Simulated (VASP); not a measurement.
# Rb2GeBr6 (P-3m1) in VASP: single point with PBE

Aim: the single point of Rb2GeBr6 with PBE.

Everything below comes from runs of VASP 6.6.1. Logs are shortened: lines on timing, memory, paths and dates and some standing lists are left out, and cuts for length are marked.

## 1. The cell of the first run

It takes space group P-3m1 (No. 164, trigonal). Conventional cell: a = 7.517 Å, b = 7.517 Å, c = 7.085 Å, α = 90.00°, β = 90.00°, γ = 120.00°. Within 4.9 Å of Rb (site symmetry 3m) lie 12 Br at 3.61 to 4.85 Å and 3 Ge at 4.54 Å. Within 3.3 Å of Ge (site symmetry -3m) lie 6 Br at 2.53 Å. Br (site symmetry m) has 1 Ge at 2.53 Å within 3.3 Å.

## 2. Single point, PBE

INCAR reads:

```
PREC     = Accurate       # precision mode
ENCUT    = 520            # plane-wave cutoff, eV
EDIFF    = 1E-6           # SCF threshold, eV
ISMEAR   = 0              # smearing method
SIGMA    = 0.02           # smearing width, eV
LREAL    = False          # projectors in reciprocal space
LASPH    = True           # aspherical terms in the spheres
NELM     = 80             # most SCF steps
ALGO     = Normal         # electronic algorithm
ISIF     = 2              # what is computed and relaxed
LWAVE    = False          # write WAVECAR
LCHARG   = True           # write CHGCAR
GGA      = PE             # functional
LELF     = True           # ELF
LVHAR    = True         
NBANDS   = 47             # bands
```

KPOINTS reads:

```
Automatic mesh
0
Gamma
  6 6 4
```

POSCAR reads:

```
Rb2GeBr6
1.0
    7.5173814980      0.0000000000      0.0000000000
   -3.7586907490      6.5102433472      0.0000000000
    0.0000000000      0.0000000000      7.0851007070
Rb Ge Br
2 1 6
Direct
    0.3333333333      0.6666666667      0.6890223263
    0.6666666667      0.3333333333      0.3109776737
    0.0000000000      0.0000000000      0.5000000000
    0.8415411867      0.6830823734      0.7058346920
    0.3169176266      0.1584588133      0.7058346920
    0.8415411867      0.1584588133      0.7058346920
    0.1584588133      0.3169176266      0.2941653080
    0.6830823734      0.8415411867      0.2941653080
    0.1584588133      0.8415411867      0.2941653080
```

Potentials or basis: VASP PAW PBE potentials, release 64 (Rb_sv, Ge_d, Br).

Run with:

```
> cat potpaw_PBE.64/Rb_sv/POTCAR potpaw_PBE.64/Ge_d/POTCAR potpaw_PBE.64/Br/POTCAR > POTCAR
> mpirun -np 1 vasp_std > vasp.out
```

OUTCAR:

```text
PREC = Accurate
   ENCUT = 520
   EDIFF = 1E-6
   ISMEAR = 0
   LREAL = False
   LASPH = True
   NELM = 80
   ISIF = 2
   GGA = PE

 ion  position               nearest neighbor table
   1  0.333  0.667  0.689-   9 3.61   7 3.61   8 3.61   5 3.76   4 3.76   6 3.76   6 3.76   5 3.76
                             4 3.76   2 5.10   2 5.10   2 5.10
   2  0.667  0.333  0.311-   6 3.61   4 3.61   5 3.61   8 3.76   7 3.76   9 3.76   9 3.76   8 3.76
                             7 3.76   1 5.10   1 5.10   1 5.10
   3  0.000  0.000  0.500-   4 2.53   7 2.53   6 2.53   5 2.53   8 2.53   9 2.53
   4  0.842  0.683  0.706-   3 2.53   2 3.61   1 3.76   1 3.76
   5  0.317  0.158  0.706-   3 2.53   2 3.61   1 3.76   1 3.76
   6  0.842  0.158  0.706-   3 2.53   2 3.61   1 3.76   1 3.76
   7  0.158  0.317  0.294-   3 2.53   1 3.61   2 3.76   2 3.76
   8  0.683  0.842  0.294-   3 2.53   1 3.61   2 3.76   2 3.76
   9  0.158  0.842  0.294-   3 2.53   1 3.61   2 3.76   2 3.76

  LATTYP: Found a hexagonal cell.
 ALAT       =     7.5173814980
 C/A-ratio  =     0.9424958290

  Lattice vectors:

 A1 = (   7.5173814980,   0.0000000000,   0.0000000000)
 A2 = (  -3.7586907490,   6.5102433472,   0.0000000000)
 A3 = (   0.0000000000,   0.0000000000,   7.0851007070)

Analysis of symmetry for initial positions (statically):
=====================================================================
 Subroutine PRICEL returns:
 Original cell was already a primitive cell.

 Routine SETGRP: Setting up the symmetry group for a
 hexagonal supercell.

 Subroutine GETGRP returns: Found 12 space group operations
 (whereof 12 operations were pure point group operations)
 out of a pool of 24 trial point group operations.

The static configuration has the point symmetry D_3d.

Analysis of symmetry for dynamics (positions and initial velocities):
=====================================================================
 Subroutine PRICEL returns:
 Original cell was already a primitive cell.

 Routine SETGRP: Setting up the symmetry group for a
 hexagonal supercell.

 Subroutine GETGRP returns: Found 12 space group operations
 (whereof 12 operations were pure point group operations)
 out of a pool of 24 trial point group operations.

The dynamic configuration has the point symmetry D_3d.

 Subroutine INISYM returns: Found 12 space group operations
 (whereof 12 operations are pure point group operations),
 and found     1 'primitive' translations

----------------------------------------------------------------------------------------

                                     Primitive cell

  volume of cell :     346.7447

  direct lattice vectors                    reciprocal lattice vectors
     7.517381498  0.000000000  0.000000000     0.133025043  0.076802045  0.000000000
    -3.758690749  6.510243347  0.000000000     0.000000000  0.153604089  0.000000000
     0.000000000  0.000000000  7.085100707     0.000000000  0.000000000  0.141141254

  length of vectors
     7.517381498  7.517381498  7.085100707     0.153604089  0.153604089  0.141141254

  position of ions in fractional coordinates (direct lattice)
     0.333333333  0.666666667  0.689022326
     0.666666667  0.333333333  0.310977674
     0.000000000  0.000000000  0.500000000
     0.841541187  0.683082373  0.705834692
     0.316917627  0.158458813  0.705834692
     0.841541187  0.158458813  0.705834692
     0.158458813  0.316917627  0.294165308
     0.683082373  0.841541187  0.294165308
     0.158458813  0.841541187  0.294165308

  ion indices of the primitive-cell ions
   primitive index   ion index
                 1           1
                 2           2
                 3           3
                 4           4
                 5           5
                 6           6
                 7           7
                 8           8
                 9           9

----------------------------------------------------------------------------------------

 KPOINTS: Automatic mesh

Automatic generation of k-mesh.
 Grid dimensions read from file:
 generate k-points for:    6    6    4

 Generating k-lattice:

  Cartesian coordinates                     Fractional coordinates (reciprocal lattice)
     0.022170841  0.012800341  0.000000000     0.166666667 -0.000000000  0.000000000
     0.000000000  0.025600682  0.000000000     0.000000000  0.166666667  0.000000000
     0.000000000  0.000000000  0.035285314     0.000000000  0.000000000  0.250000000

  Length of vectors
     0.025600682  0.025600682  0.035285314

  Shift w.r.t. Gamma in fractional coordinates (k-lattice)
     0.000000000  0.000000000  0.000000000

 Subroutine IBZKPT returns following result:
 ===========================================

 Found     24 irreducible k-points:

 Following reciprocal coordinates:
            Coordinates               Weight
  0.000000  0.000000  0.000000      1.000000
  0.166667  0.000000  0.000000      6.000000
  0.333333  0.000000  0.000000      6.000000
  0.500000 -0.000000  0.000000      3.000000
  0.166667  0.166667  0.000000      6.000000
  0.333333  0.166667  0.000000     12.000000
[... 16 lines left out ...]
  0.333333  0.166667  0.500000     12.000000
  0.333333  0.333333  0.500000      2.000000
   k-points           NKPTS =     24   k-points in BZ     NKDIM =     24   number of bands    NBANDS=     47
   number of dos      NEDOS =    301   number of ions     NIONS =      9
   total plane-waves  NPLWV = 169344
   dimension x,y,z NGX =    56 NGY =   56 NGZ =   54
   dimension x,y,z NGXF=   112 NGYF=  112 NGZF=  108
   ions per type =               2   1   6
   NGX,Y,Z   is equivalent  to a cutoff of  12.38, 12.38, 12.67 a.u.
   NGXF,Y,Z  is equivalent  to a cutoff of  24.77, 24.77, 25.34 a.u.
 SYSTEM =  unknown system
   PREC   = accura    normal or accurate (medium, high low for compatibility)
   ISTART =      0    job   : 0-new  1-cont  2-samecut
   ICHARG =      2    charge: 1-file 2-atom 10-const
   ISPIN  =      1    spin polarized calculation?
   LNONCOLLINEAR =      F non collinear calculations
   LSORBIT =      F    spin-orbit coupling
   LASPH  =      T    aspherical Exc in radial PAW
   ENCUT  =  520.0 eV  38.22 Ry    6.18 a.u.  13.98 13.98 13.17*2*pi/ulx,y,z
   NELM   =     80;   NELMIN=  2; NELMDL= -5     # of ELM steps
   EDIFF  = 0.1E-05   stopping-criterion for ELM
   LREAL  =      F    real-space projection
   EDIFFG = 0.1E-04   stopping-criterion for IOM
   NSW    =      0    number of steps for IOM
   IBRION =     -1    ionic relax: 0-MD 1-quasi-New 2-CG
   NFREE  =      0    steps in history (QN), initial steepest desc. (CG)
   ISIF   =      2    stress and relaxation
   ISYM   =      2    0-nonsym 1-usesym 2-fastsym
   POTIM  = 0.5000    time-step for ionic-motion
   TEBEG  =    0.0;   TEEND  =   0.0 temperature during run
   PSTRESS=    0.0 pullay stress
   NELECT =      74.0000    total number of electrons
   NUPDOWN=      -1.0000    fix difference up-down
   EMIN   =  10.00;   EMAX   =-10.00  energy-range for DOS
   EFERMI =   0.00;   METHOD = LEGACY
   ISMEAR =     0;   SIGMA  =   0.02  broadening in eV -4-tet -1-fermi 0-gaus
   EFERMI_NEDOS =   21; number of points for ismear=-14 and -15
   IALGO  =     38    algorithm
   IMIX   =      4    mixing-type and parameters
     AMIX     =   0.40;   BMIX     =  1.00
     AMIX_MAG =   1.60;   BMIX_MAG =  1.00
  volume/ion in A,a.u.               =      38.53       259.99
  Fermi-wavevector in a.u.,A,eV,Ry     =   0.978323  1.848762 13.022344  0.957115
  Thomas-Fermi vector in A             =   2.109089
   LORBIT       =      0    0 simple, 1 ext, 2 COOP (PROOUT), +10 PAW based schemes
   GGA     = PE    functional components
   LHFCALC =     F    Hartree Fock is set to
   AEXX    =    0.0000 exact exchange contribution
   IVDW    =     0    specifies the selected vdW correction
   LEPSILON=     F    determine dielectric tensor
   LRPA    =     F    only Hartree local field effects (RPA)
 non-spin polarized calculation
 Gauss-broadening in eV      SIGMA  =   0.02
  energy-cutoff  :      520.00
  volume of cell :      346.74
 maximum number of plane-waves:      9372
   NGX = 27   NGY = 27   NGZ = 27

 number of electron      74.0000005 magnetization

 Free energy of the ion-electron system (eV)
  ---------------------------------------------------
  ext. energy  EPLUGINS =         0.00000000
  ---------------------------------------------------
  free energy    TOTEN  =       -25.80614843 eV

  energy without entropy =      -25.80614843  energy(sigma->0) =      -25.80614843

 E-fermi :  -0.8811     XC(G=0):  -7.2635

 val. band max:       -1.0448606530   @ k =   0.0000   0.0000   0.0000
 cond. band min:      -0.0850606555   @ k =   0.0000   0.0000   0.0000
 fundamental gap:      0.9597999975
 Fermi energy:        -0.8811348460

 k-point     1 :       0.0000    0.0000    0.0000
  band No.  band energies     occupation
      1     -26.2146      2.00000
      2     -26.2124      2.00000
      3     -25.6316      2.00000
      4     -25.6316      2.00000
      5     -25.6004      2.00000
      6     -25.6004      2.00000
[... 39 lines left out ...]
     46       5.9215      0.00000
     47       5.9215      0.00000

 k-point     2 :       0.1667    0.0000    0.0000
  band No.  band energies     occupation
      1     -26.2144      2.00000
      2     -26.2125      2.00000
      3     -25.6316      2.00000
      4     -25.6316      2.00000
      5     -25.6004      2.00000
      6     -25.6004      2.00000
[... 39 lines left out ...]
     46       5.9968      0.00000
     47       6.0501      0.00000

 k-point     3 :       0.3333    0.0000    0.0000
  band No.  band energies     occupation
      1     -26.2141      2.00000
      2     -26.2128      2.00000
      3     -25.6316      2.00000
      4     -25.6316      2.00000
      5     -25.6004      2.00000
      6     -25.6004      2.00000
[... 39 lines left out ...]
     46       6.2869      0.00000
     47       6.5193      0.00000

 k-point     4 :       0.5000   -0.0000    0.0000
  band No.  band energies     occupation
      1     -26.2138      2.00000
      2     -26.2131      2.00000
      3     -25.6316      2.00000
      4     -25.6316      2.00000
      5     -25.6004      2.00000
      6     -25.6004      2.00000
[... 939 lines left out ...]
     46       6.1764      0.00000
     47       6.2094      0.00000

 k-point    23 :       0.3333    0.1667    0.5000
  band No.  band energies     occupation
      1     -26.2138      2.00000
      2     -26.2131      2.00000
      3     -25.6316      2.00000
      4     -25.6316      2.00000
      5     -25.6004      2.00000
      6     -25.6004      2.00000
[... 39 lines left out ...]
     46       6.2202      0.00000
     47       6.4811      0.00000

 k-point    24 :       0.3333    0.3333    0.5000
  band No.  band energies     occupation
      1     -26.2134      2.00000
      2     -26.2134      2.00000
      3     -25.6316      2.00000
      4     -25.6316      2.00000
      5     -25.6004      2.00000
      6     -25.6004      2.00000
[... 39 lines left out ...]
     46       6.3689      0.00000
     47       6.6814      0.00000

------------------------ aborting loop because EDIFF is reached ----------------------------------------

  FORCE on cell =-STRESS in cart. coord.  units (eV):
  Direction    XX          YY          ZZ          XY          YZ          ZX
  --------------------------------------------------------------------------------------
  -------------------------------------------------------------------------------------
  Total        0.0514692      0.0514692      0.0512818      0.0000000     -0.0000000      0.0000000
  in kB        0.2378201      0.2378201      0.2369538      0.0000000     -0.0000000      0.0000000
  external PRESSURE =       0.2375313 kB  Pullay stress =       0.0000000 kB

 VOLUME and BASIS-vectors are now :
 -----------------------------------------------------------------------------
  energy-cutoff  :      520.00
  volume of cell :      346.74
      direct lattice vectors                 reciprocal lattice vectors
     7.517381498  0.000000000  0.000000000     0.133025043  0.076802045  0.000000000
    -3.758690749  6.510243347  0.000000000     0.000000000  0.153604089  0.000000000
     0.000000000  0.000000000  7.085100707     0.000000000  0.000000000  0.141141254

 POSITION                                       TOTAL-FORCE (eV/Angst)
 -----------------------------------------------------------------------------------
     -0.00000      4.34016      4.88179         0.000000      0.000000      0.005090
      3.75869      2.17008      2.20331         0.000000      0.000000     -0.005090
      0.00000      0.00000      3.54255         0.000000      0.000000      0.000000
      3.75869      4.44703      5.00091         0.000000     -0.003994      0.004643
      1.78679      1.03161      5.00091         0.003459      0.001997      0.004643
      5.73059      1.03161      5.00091        -0.003459      0.001997      0.004643
      0.00000      2.06321      2.08419        -0.000000      0.003994     -0.004643
      1.97190      5.47864      2.08419        -0.003459     -0.001997     -0.004643
     -1.97190      5.47864      2.08419         0.003459     -0.001997     -0.004643
 -----------------------------------------------------------------------------------
    total drift:                                0.000000      0.000000     -0.000000

  FREE ENERGIE OF THE ION-ELECTRON SYSTEM (eV)
  ---------------------------------------------------
  free  energy   TOTEN  =       -25.8061484276 eV

  energy  without entropy=      -25.8061484276  energy(sigma->0) =      -25.80614843
```

Run time: 11 min. Hardware: 1 thread of Intel Xeon Platinum 8259CL at 2.50GHz (Skylake/Cascade Lake), shared host; peak memory 0.64 GiB.

What came out:

| Item | Value |
| --- | --- |
| Free energy | -25.8061 eV |
| Pressure | 0.0 GPa |
| Largest force | 0.006 eV/Å |
| Band gap on the k mesh | 0.96 eV |

Forces in eV/Å, atoms in the order of the input:
```
Rb   0.000  0.000  0.005
Rb   0.000  0.000 -0.005
Ge   0.000  0.000  0.000
Br   0.000 -0.004  0.005
Br   0.003  0.002  0.005
Br  -0.003  0.002  0.005
Br   0.000  0.004 -0.005
Br  -0.003 -0.002 -0.005
Br   0.003 -0.002 -0.005
```
